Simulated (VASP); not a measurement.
# Ga4Sb3As (I-42m) in VASP: single point with PBE

Aim: the single point of Ga4Sb3As with PBE.

Program: VASP 6.6.1. These are calculated values, not measurements. Logs are shortened: lines on timing, memory, paths and dates and some standing lists are left out, and cuts for length are marked.

**1. The cell of the first run**

Symmetry: I-42m, No. 121, tetragonal system. The conventional cell has a = 6.100 Å, b = 6.100 Å, c = 12.179 Å, α = 90.00°, β = 90.00°, γ = 90.00°. Ga (site symmetry m) has 1 As at 2.52 Å and 3 Sb at 2.67 to 2.70 Å within 3.3 Å. Sb (site symmetry -42m) has 4 Ga at 2.70 Å within 3.6 Å. Sb (site symmetry -4) has 4 Ga at 2.67 Å within 3.5 Å. As (site symmetry -42m) has 4 Ga at 2.52 Å within 3.3 Å.

**2. Single point, PBE**

The input, POSCAR:

```
Ga4Sb3As
1.0
   -3.0497560000      3.0497560000      6.0893589000
    3.0497560000     -3.0497560000      6.0893589000
    3.0497560000      3.0497560000     -6.0893589000
Ga Sb As
4 3 1
Direct
    0.6418360000      0.6418360000      0.5250310000
    0.1168050000      0.1168050000      0.4749690000
    0.8831950000      0.3581640000      0.0000000000
    0.3581640000      0.8831950000      0.0000000000
    0.5000000000      0.5000000000      0.0000000000
    0.7500000000      0.2500000000      0.5000000000
    0.2500000000      0.7500000000      0.5000000000
    0.0000000000      0.0000000000      0.0000000000
```

The input, INCAR.step1:

```
  PREC = Accurate
  ENCUT = 520
  EDIFF = 1E-6
  ISMEAR = 0
  SIGMA = 0.1
  LREAL = False
  LASPH = True
  NELM = 80
  ALGO = Fast
  ISIF = 2
  LWAVE = False
  LCHARG = True
  GGA = PE
  NBANDS = 46
  KPAR = 4
```

The input, KPOINTS.step1:

```
Automatic mesh
0
Gamma
  10 10 10
```

The input, INCAR.step2:

```
  PREC = Accurate
  ENCUT = 520
  EDIFF = 1E-6
  ISMEAR = -5
  SIGMA = 0.1
  LREAL = False
  LASPH = True
  NELM = 80
  ALGO = Fast
  ISIF = 2
  LWAVE = False
  LCHARG = False
  GGA = PE
  LORBIT = 11
  NBANDS = 46
  NEDOS = 2001
  ICHARG = 11
  KPAR = 4
```

The input, KPOINTS.step2:

```
Automatic mesh
0
Gamma
  15 15 15
```

Potentials or basis: VASP PAW PBE potentials, release 64 (Ga_d, Sb, As).

Command:

```sh
cat potpaw_PBE.64/Ga_d/POTCAR potpaw_PBE.64/Sb/POTCAR potpaw_PBE.64/As/POTCAR > POTCAR
cp INCAR.step1 INCAR
cp KPOINTS.step1 KPOINTS
mpirun -np 4 vasp_std > vasp.out
cp INCAR.step2 INCAR
cp KPOINTS.step2 KPOINTS
mpirun -np 4 vasp_std > vasp.out
```

OUTCAR:

```text
PREC = Accurate
   ENCUT = 520
   EDIFF = 1E-6
   ISMEAR = -5
   LREAL = False
   LASPH = True
   NELM = 80
   ISIF = 2
   GGA = PE
   LORBIT = 11
   ICHARG = 11

 ion  position               nearest neighbor table
   1  0.642  0.642  0.525-   8 2.52   7 2.67   6 2.67   5 2.70
   2  0.117  0.117  0.475-   8 2.52   7 2.67   6 2.67   5 2.70
   3  0.883  0.358  0.000-   8 2.52   6 2.67   7 2.67   5 2.70
   4  0.358  0.883  0.000-   8 2.52   7 2.67   6 2.67   5 2.70
   5  0.500  0.500  0.000-   1 2.70   3 2.70   4 2.70   2 2.70
   6  0.750  0.250  0.500-   1 2.67   2 2.67   3 2.67   4 2.67
   7  0.250  0.750  0.500-   1 2.67   2 2.67   4 2.67   3 2.67
   8  0.000  0.000  0.000-   2 2.52   1 2.52   3 2.52   4 2.52

  LATTYP: Found a body centered tetragonal cell.
 ALAT       =     6.0995120000
 C/A-ratio  =     1.9966708484

  Lattice vectors:

 A1 = (  -3.0497560000,   3.0497560000,   6.0893589000)
 A2 = (   3.0497560000,  -3.0497560000,   6.0893589000)
 A3 = (   3.0497560000,   3.0497560000,  -6.0893589000)

Analysis of symmetry for initial positions (statically):
=====================================================================
 Subroutine PRICEL returns:
 Original cell was already a primitive cell.

 Routine SETGRP: Setting up the symmetry group for a
 body centered tetragonal supercell.

 Subroutine GETGRP returns: Found  8 space group operations
 (whereof  8 operations were pure point group operations)
 out of a pool of 16 trial point group operations.

The static configuration has the point symmetry D_2d.

Analysis of symmetry for dynamics (positions and initial velocities):
=====================================================================
 Subroutine PRICEL returns:
 Original cell was already a primitive cell.

 Routine SETGRP: Setting up the symmetry group for a
 body centered tetragonal supercell.

 Subroutine GETGRP returns: Found  8 space group operations
 (whereof  8 operations were pure point group operations)
 out of a pool of 16 trial point group operations.

The dynamic configuration has the point symmetry D_2d.

 Subroutine INISYM returns: Found  8 space group operations
 (whereof  8 operations are pure point group operations),
 and found     1 'primitive' translations

----------------------------------------------------------------------------------------

                                     Primitive cell

  volume of cell :     226.5488

  direct lattice vectors                    reciprocal lattice vectors
    -3.049756000  3.049756000  6.089358900     0.000000000  0.163947542  0.082110450
     3.049756000 -3.049756000  6.089358900     0.163947542  0.000000000  0.082110450
     3.049756000  3.049756000 -6.089358900     0.163947542  0.163947542  0.000000000

  length of vectors
     7.462058371  7.462058371  7.462058371     0.183360090  0.183360090  0.231856837

  position of ions in fractional coordinates (direct lattice)
     0.641836000  0.641836000  0.525031000
     0.116805000  0.116805000  0.474969000
     0.883195000  0.358164000  0.000000000
     0.358164000  0.883195000  0.000000000
     0.500000000  0.500000000  0.000000000
     0.750000000  0.250000000  0.500000000
     0.250000000  0.750000000  0.500000000
     0.000000000  0.000000000  0.000000000

  ion indices of the primitive-cell ions
   primitive index   ion index
                 1           1
                 2           2
                 3           3
                 4           4
                 5           5
                 6           6
                 7           7
                 8           8

----------------------------------------------------------------------------------------

 KPOINTS: Automatic mesh

Automatic generation of k-mesh.
 Grid dimensions read from file:
 generate k-points for:   15   15   15

 Generating k-lattice:

  Cartesian coordinates                     Fractional coordinates (reciprocal lattice)
     0.000000000  0.010929836  0.005474030     0.066666667  0.000000000  0.000000000
     0.010929836  0.000000000  0.005474030     0.000000000  0.066666667  0.000000000
     0.010929836  0.010929836  0.000000000     0.000000000  0.000000000  0.066666667

  Length of vectors
     0.012224006  0.012224006  0.015457122

  Shift w.r.t. Gamma in fractional coordinates (k-lattice)
     0.000000000  0.000000000  0.000000000

 TETIRR: Found   4311 inequivalent tetrahedra from    20250

 Subroutine IBZKPT returns following result:
 ===========================================

 Found    288 irreducible k-points:

 Following reciprocal coordinates:
            Coordinates               Weight
  0.000000  0.000000  0.000000      1.000000
  0.066667  0.000000 -0.000000      8.000000
  0.133333  0.000000  0.000000      8.000000
  0.200000  0.000000  0.000000      8.000000
  0.266667  0.000000  0.000000      8.000000
  0.333333  0.000000  0.000000      8.000000
[... 16 lines left out ...]
  0.133333  0.133333  0.000000      8.000000
  0.200000  0.133333  0.000000     16.000000
 [... further k-points ...]
   k-points           NKPTS =    288   k-points in BZ     NKDIM =    288   number of bands    NBANDS=     46
   number of dos      NEDOS =   2001   number of ions     NIONS =      8
   total plane-waves  NPLWV = 175616
   dimension x,y,z NGX =    56 NGY =   56 NGZ =   56
   dimension x,y,z NGXF=   112 NGYF=  112 NGZF=  112
   ions per type =               4   3   1
   NGX,Y,Z   is equivalent  to a cutoff of  12.48, 12.48, 12.48 a.u.
   NGXF,Y,Z  is equivalent  to a cutoff of  24.95, 24.95, 24.95 a.u.
 SYSTEM =  unknown system
   PREC   = accura    normal or accurate (medium, high low for compatibility)
   ISTART =      0    job   : 0-new  1-cont  2-samecut
   ICHARG =     11    charge: 1-file 2-atom 10-const
   ISPIN  =      1    spin polarized calculation?
   LNONCOLLINEAR =      F non collinear calculations
   LSORBIT =      F    spin-orbit coupling
   LASPH  =      T    aspherical Exc in radial PAW
   ENCUT  =  520.0 eV  38.22 Ry    6.18 a.u.  13.87 13.87 13.87*2*pi/ulx,y,z
   NELM   =     80;   NELMIN=  2; NELMDL=  0     # of ELM steps
   EDIFF  = 0.1E-05   stopping-criterion for ELM
   LREAL  =      F    real-space projection
[... 7 lines left out ...]
   TEBEG  =    0.0;   TEEND  =   0.0 temperature during run
   PSTRESS=    0.0 pullay stress
   NELECT =      72.0000    total number of electrons
   NUPDOWN=      -1.0000    fix difference up-down
   EMIN   =  10.00;   EMAX   =-10.00  energy-range for DOS
   EFERMI =   0.00;   METHOD = LEGACY
   ISMEAR =    -5;   SIGMA  =   0.10  broadening in eV -4-tet -1-fermi 0-gaus
   EFERMI_NEDOS =   21; number of points for ismear=-14 and -15
   IALGO  =     68    algorithm
   IMIX   =      4    mixing-type and parameters
     AMIX     =   0.40;   BMIX     =  1.00
     AMIX_MAG =   1.60;   BMIX_MAG =  1.00
  volume/ion in A,a.u.               =      28.32       191.10
  Fermi-wavevector in a.u.,A,eV,Ry     =   1.117202  2.111206 16.981983  1.248141
  Thomas-Fermi vector in A             =   2.253823
   LORBIT       =     11    0 simple, 1 ext, 2 COOP (PROOUT), +10 PAW based schemes
   GGA     = PE    functional components
   LHFCALC =     F    Hartree Fock is set to
   AEXX    =    0.0000 exact exchange contribution
   IVDW    =     0    specifies the selected vdW correction
   LEPSILON=     F    determine dielectric tensor
   LRPA    =     F    only Hartree local field effects (RPA)
 non-spin polarized calculation
 RMM-DIIS sequential band-by-band and
 Fermi weights with tetrahedron method with Bloechl corrections
  energy-cutoff  :      520.00
  volume of cell :      226.55
 maximum number of plane-waves:      6134

 number of electron      72.0000016 magnetization

 Free energy of the ion-electron system (eV)
  ---------------------------------------------------
  ext. energy  EPLUGINS =         0.00000000
  ---------------------------------------------------
  free energy    TOTEN  =       -30.28737650 eV

  energy without entropy =      -30.28737650  energy(sigma->0) =      -30.28737650

 E-fermi :   4.2456     XC(G=0):  -9.0135

 val. band max:        4.2451571636   @ k =   0.0000   0.0000   0.0000
 cond. band min:       4.2451584732   @ k =   0.0000   0.0000   0.0000
 fundamental gap:      0.0000013096
 Fermi energy:         4.2455642692

 k-point     1 :       0.0000    0.0000    0.0000
  band No.  band energies     occupation
      1     -10.7341      2.00000
      2     -10.7012      2.00000
      3     -10.6987      2.00000
      4     -10.6657      2.00000
      5     -10.6657      2.00000
      6     -10.6651      2.00000
[... 38 lines left out ...]
     45       8.5535      0.00000
     46       8.7044      0.00000

 k-point     2 :       0.0667    0.0000   -0.0000
  band No.  band energies     occupation
      1     -10.7339      2.00000
      2     -10.7009      2.00000
      3     -10.6986      2.00000
      4     -10.6662      2.00000
      5     -10.6653      2.00000
      6     -10.6649      2.00000
[... 38 lines left out ...]
     45       8.3647      0.00000
     46       8.6397      0.00000

 k-point     3 :       0.1333    0.0000    0.0000
  band No.  band energies     occupation
      1     -10.7334      2.00000
      2     -10.6999      2.00000
      3     -10.6983      2.00000
      4     -10.6678      2.00000
      5     -10.6644      2.00000
      6     -10.6642      2.00000
[... 1018 lines left out ...]
     45       8.2495      0.00000
     46       8.3149      0.00000

 k-point    24 :       0.2000    0.1333    0.0000
  band No.  band energies     occupation
      1     -10.7320      2.00000
      2     -10.6982      2.00000
      3     -10.6968      2.00000
      4     -10.6719      2.00000
      5     -10.6626      2.00000
      6     -10.6621      2.00000
[... 38 lines left out ...]
     45       8.2805      0.00000
     46       8.5031      0.00000

 [... further k-points ...]

------------------------ aborting loop because EDIFF is reached ----------------------------------------

  FORCE on cell =-STRESS in cart. coord.  units (eV):
  Direction    XX          YY          ZZ          XY          YZ          ZX
  --------------------------------------------------------------------------------------
  -------------------------------------------------------------------------------------
  Total       -0.0277407     -0.0277407     -0.0255213      0.0000000      0.0000000      0.0000000
  in kB       -0.1961851     -0.1961851     -0.1804896      0.0000000      0.0000000      0.0000000
  external PRESSURE =      -0.1909533 kB  Pullay stress =       0.0000000 kB

 VOLUME and BASIS-vectors are now :
 -----------------------------------------------------------------------------
  energy-cutoff  :      520.00
  volume of cell :      226.55
      direct lattice vectors                 reciprocal lattice vectors
    -3.049756000  3.049756000  6.089358900     0.000000000  0.163947542  0.082110450
     3.049756000 -3.049756000  6.089358900     0.163947542  0.000000000  0.082110450
     3.049756000  3.049756000 -6.089358900     0.163947542  0.163947542  0.000000000

 POSITION                                       TOTAL-FORCE (eV/Angst)
 -----------------------------------------------------------------------------------
      1.60122      1.60122      4.61964        -0.002934     -0.002934     -0.003129
      1.44854      1.44854     -1.46972         0.002934      0.002934     -0.003129
     -1.60122      1.60122      7.55908         0.002934     -0.002934      0.003129
      1.60122     -1.60122      7.55908        -0.002934      0.002934      0.003129
      0.00000      0.00000      6.08936        -0.000000      0.000000     -0.000000
      0.00000      3.04976      3.04468        -0.000000      0.000000     -0.000000
      3.04976      0.00000      3.04468        -0.000000      0.000000     -0.000000
      0.00000      0.00000      0.00000        -0.000000      0.000000     -0.000000
 -----------------------------------------------------------------------------------
    total drift:                                0.000009      0.000009     -0.000001

  FREE ENERGIE OF THE ION-ELECTRON SYSTEM (eV)
  ---------------------------------------------------
  free  energy   TOTEN  =       -30.2873765046 eV

  energy  without entropy=      -30.2873765046  energy(sigma->0) =      -30.28737650

 total charge

# of ion       s       p       d       tot
------------------------------------------
    1        0.906   0.727   9.964  11.597
    2        0.906   0.727   9.964  11.597
    3        0.906   0.727   9.964  11.597
    4        0.906   0.727   9.964  11.597
    5        1.135   1.309   0.024   2.468
    6        1.133   1.327   0.026   2.485
    7        1.133   1.327   0.026   2.485
    8        1.222   1.518   0.027   2.768
--------------------------------------------------
tot          8.247   8.389  39.958  56.594
```

Wall time 39 min (4 MPI ranks of Oxide Virtual Turin-like, shared host); peak memory 2.2 GiB.

What came out:

| Property | Result |
| --- | --- |
| Valence electrons inside the program's atomic spheres | Ga 11.60; Sb 2.47, 2.48 (each value once); As 2.77 |

Levels at points of the mesh, in eV from the Fermi level:
```csv
k point,band 34,band 35,band 36,band 37,band 38,band 39
"(0.00, 0.00, 0.00)",-0.25,0.00,0.00,0.00,1.07,1.40
```

Caveat: spin-orbit coupling is left out, which moves the levels of the heavy elements.
